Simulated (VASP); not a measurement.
# TiAl3 (P4mm) in VASP: single point with PBEsol

Aim: the single point of TiAl3 with PBEsol.

All numbers are computed with VASP 6.6.1; they aren't measurements. Logs are shortened: lines on timing, memory, paths and dates and some standing lists are left out, and cuts for length are marked.

**1. The cell of the first run**

The structure is tetragonal, space group P4mm (No. 99). The conventional cell has a = 3.816 Å, b = 3.816 Å, c = 16.958 Å, α = 90.00°, β = 90.00°, γ = 90.00°. Ti (site symmetry 4mm) has 12 Al at 2.70 to 2.87 Å within 3.6 Å. Ti (site symmetry 4mm) has 12 Al at 2.70 to 2.87 Å within 3.6 Å. Ti (site symmetry 4mm) has 12 Al at 2.70 to 2.87 Å within 3.6 Å. Within 3.6 Å of Ti (site symmetry 4mm) lie 12 Al at 2.70 to 2.87 Å. Within 3.6 Å of Al (site symmetry 4mm) lie 4 Ti at 2.70 Å and 8 Al at 2.87 Å. Al (site symmetry 4mm) has 4 Ti at 2.70 Å and 8 Al at 2.76 to 2.87 Å within 3.6 Å. Al (site symmetry 4mm) has 4 Ti at 2.70 Å and 8 Al at 2.87 Å within 3.6 Å. Within 3.6 Å of Al (site symmetry 4mm) lie 4 Ti at 2.70 Å and 8 Al at 2.87 Å.

**2. Single point, PBEsol (the distance across one plane changed)**

Contents of INCAR:

```
SYSTEM = TiAl3
  PREC = Accurate
  ENCUT = 520
  EDIFF = 1E-6
  ISMEAR = 0
  SIGMA = 0.15
  LREAL = Auto
  LASPH = .TRUE.
  NELM = 60
  ALGO = Fast
  ISIF = 2
  LWAVE = .FALSE.
  LCHARG = .TRUE.
  GGA = PS
  LELF = .TRUE.
  LVHAR = .TRUE.
  NBANDS = 56
```

Contents of KPOINTS:

```
Automatic mesh
0
G
  12 12 3
  0 0 0
```

Contents of POSCAR:

```
TiAl3
1.0
   -3.8155481469      0.0000000000      0.0000000000
    0.0000000000     -3.8155481469      0.0000000000
    0.0000000000      0.0000000000     16.9579872322
Ti Al
4 12
Direct
    1.0000000000      0.0000000000      0.9457925525
    0.5000000000      0.5000000000      0.6935812052
    0.0000000000      0.0000000000      0.4413698578
    0.5000000000      0.5000000000      0.1891585105
    0.0000000000      0.0000000000      0.1891585105
    0.5000000000      0.5000000000      0.9457925525
    0.0000000000      0.0000000000      0.6935812052
    0.5000000000      0.5000000000      0.4413698578
    0.5000000000      0.0000000000      0.3152641842
    0.0000000000      0.5000000000      0.0630528368
    0.5000000000      0.0000000000      0.8196868789
    0.0000000000      0.5000000000      0.5674755315
    0.0000000000      0.5000000000      0.3152641842
    0.5000000000      0.0000000000      0.0630528368
    0.0000000000      0.5000000000      0.8196868789
    0.5000000000      0.0000000000      0.5674755315
```

Potentials or basis: VASP PAW PBE potentials, release 64 (Ti_sv, Al).

Command:

```sh
$ cat potpaw_PBE.64/Ti_sv/POTCAR potpaw_PBE.64/Al/POTCAR > POTCAR
$ mpirun -np 1 vasp_std > vasp.out
```

OUTCAR:

```text
SYSTEM = TiAl3
   PREC = Accurate
   ENCUT = 520
   EDIFF = 1E-6
   ISMEAR = 0
   LREAL = Auto
   LASPH = .TRUE.
   NELM = 60
   ISIF = 2
   GGA = PS

 ion  position               nearest neighbor table
   1  0.000  0.000  0.946-   6 2.70   6 2.70   6 2.70   6 2.70  10 2.76  14 2.76  14 2.76  10 2.76
                            11 2.87  11 2.87  15 2.87  15 2.87
   2  0.500  0.500  0.694-   7 2.70   7 2.70   7 2.70   7 2.70  16 2.87  16 2.87  12 2.87  12 2.87
                            15 2.87  11 2.87  15 2.87  11 2.87
   3  0.000  0.000  0.441-   8 2.70   8 2.70   8 2.70   8 2.70  13 2.87  13 2.87   9 2.87   9 2.87
                            12 2.87  12 2.87  16 2.87  16 2.87
   4  0.500  0.500  0.189-   5 2.70   5 2.70   5 2.70   5 2.70   9 2.87  13 2.87  13 2.87   9 2.87
                            10 2.87  10 2.87  14 2.87  14 2.87
   5  0.000  0.000  0.189-   4 2.70   4 2.70   4 2.70   4 2.70  13 2.87  13 2.87   9 2.87   9 2.87
                            10 2.87  10 2.87  14 2.87  14 2.87
   6  0.500  0.500  0.946-   1 2.70   1 2.70   1 2.70   1 2.70  14 2.76  14 2.76  10 2.76  10 2.76
                            11 2.87  11 2.87  15 2.87  15 2.87
   7  0.000  0.000  0.694-   2 2.70   2 2.70   2 2.70   2 2.70  12 2.87  16 2.87  16 2.87  12 2.87
                            15 2.87  11 2.87  11 2.87  15 2.87
   8  0.500  0.500  0.441-   3 2.70   3 2.70   3 2.70   3 2.70   9 2.87  13 2.87  13 2.87   9 2.87
                            12 2.87  12 2.87  16 2.87  16 2.87
   9  0.500  0.000  0.315-  13 2.70  13 2.70  13 2.70  13 2.70   8 2.87   3 2.87   3 2.87   8 2.87
                             4 2.87   5 2.87   4 2.87   5 2.87
  10  0.000  0.500  0.063-  14 2.70  14 2.70  14 2.70  14 2.70   6 2.76   6 2.76   1 2.76   1 2.76
                             4 2.87   4 2.87   5 2.87   5 2.87
  11  0.500  0.000  0.820-  15 2.70  15 2.70  15 2.70  15 2.70   6 2.87   1 2.87   1 2.87   6 2.87
                             2 2.87   7 2.87   7 2.87   2 2.87
  12  0.000  0.500  0.567-  16 2.70  16 2.70  16 2.70  16 2.70   7 2.87   2 2.87   2 2.87   7 2.87
                             3 2.87   8 2.87   8 2.87   3 2.87
  13  0.000  0.500  0.315-   9 2.70   9 2.70   9 2.70   9 2.70   8 2.87   8 2.87   3 2.87   3 2.87
                             4 2.87   4 2.87   5 2.87   5 2.87
  14  0.500  0.000  0.063-  10 2.70  10 2.70  10 2.70  10 2.70   6 2.76   1 2.76   1 2.76   6 2.76
                             4 2.87   5 2.87   4 2.87   5 2.87
  15  0.000  0.500  0.820-  11 2.70  11 2.70  11 2.70  11 2.70   6 2.87   6 2.87   1 2.87   1 2.87
                             2 2.87   7 2.87   7 2.87   2 2.87
  16  0.500  0.000  0.567-  12 2.70  12 2.70  12 2.70  12 2.70   7 2.87   7 2.87   2 2.87   2 2.87
                             3 2.87   8 2.87   8 2.87   3 2.87

  LATTYP: Found a simple tetragonal cell.
 ALAT       =     3.8155481469
 C/A-ratio  =     4.4444432567

  Lattice vectors:

 A1 = (  -3.8155481469,   0.0000000000,   0.0000000000)
 A2 = (   0.0000000000,  -3.8155481469,   0.0000000000)
 A3 = (   0.0000000000,   0.0000000000,  16.9579872322)

Analysis of symmetry for initial positions (statically):
=====================================================================
 Subroutine PRICEL returns:
 Original cell was already a primitive cell.

 Routine SETGRP: Setting up the symmetry group for a
 simple tetragonal supercell.

 Subroutine GETGRP returns: Found  8 space group operations
 (whereof  8 operations were pure point group operations)
 out of a pool of 16 trial point group operations.

The static configuration has the point symmetry C_4v.

Analysis of symmetry for dynamics (positions and initial velocities):
=====================================================================
 Subroutine PRICEL returns:
 Original cell was already a primitive cell.

 Routine SETGRP: Setting up the symmetry group for a
 simple tetragonal supercell.

 Subroutine GETGRP returns: Found  8 space group operations
 (whereof  8 operations were pure point group operations)
 out of a pool of 16 trial point group operations.

The dynamic configuration has the point symmetry C_4v.

 Subroutine INISYM returns: Found  8 space group operations
 (whereof  8 operations are pure point group operations),
 and found     1 'primitive' translations

----------------------------------------------------------------------------------------

                                     Primitive cell

  volume of cell :     246.8813

  direct lattice vectors                    reciprocal lattice vectors
    -3.815548147  0.000000000  0.000000000    -0.262085541  0.000000000  0.000000000
     0.000000000 -3.815548147  0.000000000     0.000000000 -0.262085541  0.000000000
     0.000000000  0.000000000 16.957987232     0.000000000  0.000000000  0.058969262

  length of vectors
     3.815548147  3.815548147 16.957987232     0.262085541  0.262085541  0.058969262

  position of ions in fractional coordinates (direct lattice)
     0.000000000  0.000000000  0.945792553
     0.500000000  0.500000000  0.693581205
     0.000000000  0.000000000  0.441369858
     0.500000000  0.500000000  0.189158511
     0.000000000  0.000000000  0.189158511
     0.500000000  0.500000000  0.945792553
[... 8 lines left out ...]
     0.000000000  0.500000000  0.819686879
     0.500000000  0.000000000  0.567475532

  ion indices of the primitive-cell ions
   primitive index   ion index
                 1           1
                 2           2
                 3           3
                 4           4
                 5           5
                 6           6
[... 8 lines left out ...]
                15          15
                16          16

----------------------------------------------------------------------------------------

 KPOINTS: Automatic mesh

Automatic generation of k-mesh.
 Grid dimensions read from file:
 generate k-points for:   12   12    3

 Generating k-lattice:

  Cartesian coordinates                     Fractional coordinates (reciprocal lattice)
    -0.021840462  0.000000000  0.000000000     0.083333333  0.000000000  0.000000000
     0.000000000 -0.021840462  0.000000000     0.000000000  0.083333333  0.000000000
     0.000000000  0.000000000  0.019656421     0.000000000  0.000000000  0.333333333

  Length of vectors
     0.021840462  0.021840462  0.019656421

  Shift w.r.t. Gamma in fractional coordinates (k-lattice)
     0.000000000  0.000000000  0.000000000

 Subroutine IBZKPT returns following result:
 ===========================================

 Found     56 irreducible k-points:

 Following reciprocal coordinates:
            Coordinates               Weight
  0.000000  0.000000  0.000000      1.000000
  0.083333  0.000000  0.000000      4.000000
  0.166667  0.000000  0.000000      4.000000
  0.250000  0.000000  0.000000      4.000000
  0.333333  0.000000  0.000000      4.000000
  0.416667  0.000000  0.000000      4.000000
[... 16 lines left out ...]
  0.333333  0.333333  0.000000      4.000000
  0.416667  0.333333  0.000000      8.000000
 [... further k-points ...]
   k-points           NKPTS =     56   k-points in BZ     NKDIM =     56   number of bands    NBANDS=     56
   number of dos      NEDOS =    301   number of ions     NIONS =     16
   total plane-waves  NPLWV =  98784
   dimension x,y,z NGX =    28 NGY =   28 NGZ =  126
   dimension x,y,z NGXF=    56 NGYF=   56 NGZF=  252
   ions per type =               4  12
   NGX,Y,Z   is equivalent  to a cutoff of  12.20, 12.20, 12.35 a.u.
   NGXF,Y,Z  is equivalent  to a cutoff of  24.40, 24.40, 24.70 a.u.
 SYSTEM =  TiAl3
   PREC   = accura    normal or accurate (medium, high low for compatibility)
   ISTART =      0    job   : 0-new  1-cont  2-samecut
   ICHARG =      2    charge: 1-file 2-atom 10-const
   ISPIN  =      1    spin polarized calculation?
   LNONCOLLINEAR =      F non collinear calculations
   LSORBIT =      F    spin-orbit coupling
   LASPH  =      T    aspherical Exc in radial PAW
   ENCUT  =  520.0 eV  38.22 Ry    6.18 a.u.   7.09  7.09 31.53*2*pi/ulx,y,z
   NELM   =     60;   NELMIN=  2; NELMDL= -5     # of ELM steps
   EDIFF  = 0.1E-05   stopping-criterion for ELM
   LREAL  =      T    real-space projection
   EDIFFG = 0.1E-04   stopping-criterion for IOM
   NSW    =      0    number of steps for IOM
   IBRION =     -1    ionic relax: 0-MD 1-quasi-New 2-CG
   NFREE  =      0    steps in history (QN), initial steepest desc. (CG)
   ISIF   =      2    stress and relaxation
   ISYM   =      2    0-nonsym 1-usesym 2-fastsym
   POTIM  = 0.5000    time-step for ionic-motion
   TEBEG  =    0.0;   TEEND  =   0.0 temperature during run
   PSTRESS=    0.0 pullay stress
   NELECT =      84.0000    total number of electrons
   NUPDOWN=      -1.0000    fix difference up-down
   EMIN   =  10.00;   EMAX   =-10.00  energy-range for DOS
   EFERMI =   0.00;   METHOD = LEGACY
   ISMEAR =     0;   SIGMA  =   0.15  broadening in eV -4-tet -1-fermi 0-gaus
   EFERMI_NEDOS =   21; number of points for ismear=-14 and -15
   IALGO  =     68    algorithm
   IMIX   =      4    mixing-type and parameters
     AMIX     =   0.40;   BMIX     =  1.00
     AMIX_MAG =   1.60;   BMIX_MAG =  1.00
  volume/ion in A,a.u.               =      15.43       104.13
  Fermi-wavevector in a.u.,A,eV,Ry     =   1.142892  2.159753 17.771959  1.306202
  Thomas-Fermi vector in A             =   2.279589
   LORBIT       =      0    0 simple, 1 ext, 2 COOP (PROOUT), +10 PAW based schemes
   GGA     = PS    functional components
   LHFCALC =     F    Hartree Fock is set to
   AEXX    =    0.0000 exact exchange contribution
   IVDW    =     0    specifies the selected vdW correction
   LEPSILON=     F    determine dielectric tensor
   LRPA    =     F    only Hartree local field effects (RPA)
 non-spin polarized calculation
 RMM-DIIS sequential band-by-band and
 Gauss-broadening in eV      SIGMA  =   0.15
  energy-cutoff  :      520.00
  volume of cell :      246.88
 maximum number of plane-waves:      6676
   NGX = 15   NGY = 15   NGZ = 63

 number of electron      84.0000025 magnetization

 Free energy of the ion-electron system (eV)
  ---------------------------------------------------
  ext. energy  EPLUGINS =         0.00000000
  ---------------------------------------------------
  free energy    TOTEN  =       -88.85641333 eV

  energy without entropy =      -88.77911682  energy(sigma->0) =      -88.81776507

 E-fermi :   8.4238     XC(G=0): -10.9303

 val. band max:        8.4221395945   @ k =   0.4167   0.1667   0.0000
 cond. band min:       8.4330866198   @ k =   0.0833   0.0000   0.3333
 fundamental gap:      0.0109470254
 Fermi energy:         8.4238271092

 k-point     1 :       0.0000    0.0000    0.0000
  band No.  band energies     occupation
      1     -47.7656      2.00000
      2     -47.7639      2.00000
      3     -47.7637      2.00000
      4     -47.6843      2.00000
      5     -24.1877      2.00000
      6     -24.1877      2.00000
[... 46 lines left out ...]
     53      10.1685      0.00000
     54      10.2051      0.00000

 k-point     2 :       0.0833    0.0000    0.0000
  band No.  band energies     occupation
      1     -47.7655      2.00000
      2     -47.7638      2.00000
      3     -47.7636      2.00000
      4     -47.6842      2.00000
      5     -24.1897      2.00000
      6     -24.1876      2.00000
[... 46 lines left out ...]
     53      10.5265      0.00000
     54      10.5375      0.00000
[... 1195 lines left out ...]
     53      10.5570      0.00000
     54      10.7725      0.00000

 k-point    24 :       0.4167    0.3333    0.0000
  band No.  band energies     occupation
      1     -47.7633      2.00000
      2     -47.7616      2.00000
      3     -47.7614      2.00000
      4     -47.6820      2.00000
      5     -24.2121      2.00000
      6     -24.2098      2.00000
[... 46 lines left out ...]
     53      10.5662      0.00000
     54      10.5956      0.00000

 [... further k-points ...]

 [bands above 54 left out]

------------------------ aborting loop because EDIFF is reached ----------------------------------------

  FORCE on cell =-STRESS in cart. coord.  units (eV):
  Direction    XX          YY          ZZ          XY          YZ          ZX
  --------------------------------------------------------------------------------------
  -------------------------------------------------------------------------------------
  Total        1.0750886      1.0750886      3.3508102      0.0000000      0.0000000      0.0000000
  in kB        6.9769669      6.9769669     21.7456418      0.0000000      0.0000000      0.0000000
  external PRESSURE =      11.8998586 kB  Pullay stress =       0.0000000 kB

 VOLUME and BASIS-vectors are now :
 -----------------------------------------------------------------------------
  energy-cutoff  :      520.00
  volume of cell :      246.88
      direct lattice vectors                 reciprocal lattice vectors
    -3.815548147  0.000000000  0.000000000    -0.262085541  0.000000000  0.000000000
     0.000000000 -3.815548147  0.000000000     0.000000000 -0.262085541  0.000000000
     0.000000000  0.000000000 16.957987232     0.000000000  0.000000000  0.058969262

 POSITION                                       TOTAL-FORCE (eV/Angst)
 -----------------------------------------------------------------------------------
      0.00000      0.00000     16.03874         0.000000     -0.000000     -0.904448
     -1.90777     -1.90777     11.76174         0.000000      0.000000     -0.030723
      0.00000      0.00000      7.48474         0.000000     -0.000000      0.020359
     -1.90777     -1.90777      3.20775        -0.000000     -0.000000      0.178350
      0.00000      0.00000      3.20775         0.000000     -0.000000     -0.007757
     -1.90777     -1.90777     16.03874         0.000000     -0.000000     -0.403368
[... 8 lines left out ...]
      0.00000     -1.90777     13.90024         0.000000     -0.000000     -0.022541
     -1.90777      0.00000      9.62324         0.000000     -0.000000      0.000381
 -----------------------------------------------------------------------------------
    total drift:                               -0.000000     -0.000000      0.012023

  FREE ENERGIE OF THE ION-ELECTRON SYSTEM (eV)
  ---------------------------------------------------
  free  energy   TOTEN  =       -88.8564133296 eV

  energy  without entropy=      -88.7791168204  energy(sigma->0) =      -88.81776507
```

It took 55 min on 1 thread of Oxide Virtual Turin-like, shared host; peak memory 0.58 GiB.

What came out:

```
Free energy            : -88.8564 eV
Pressure               : 1.2 GPa
Largest force          : 0.904 eV/Å
Band gap on the k mesh : zero (bands 42 and 43 overlap by 1.88 eV)
```

Forces on the atoms (eV/Å):
```
Ti   0.000  0.000 -0.904
Ti   0.000  0.000 -0.031
Ti   0.000  0.000  0.020
Ti   0.000  0.000  0.178
Al   0.000  0.000 -0.008
Al   0.000  0.000 -0.403
Al   0.000  0.000 -0.001
Al   0.000  0.000 -0.007
Al   0.000  0.000  0.010
Al   0.000  0.000  0.590
Al   0.000  0.000 -0.023
Al   0.000  0.000  0.000
Al   0.000  0.000  0.010
Al   0.000  0.000  0.590
Al   0.000  0.000 -0.023
Al   0.000  0.000  0.000
```

Caveat: the cell differs from its parent crystal (the distance across one plane changed); the PAW data sets were made with another functional, which shifts forces and pressure a little.
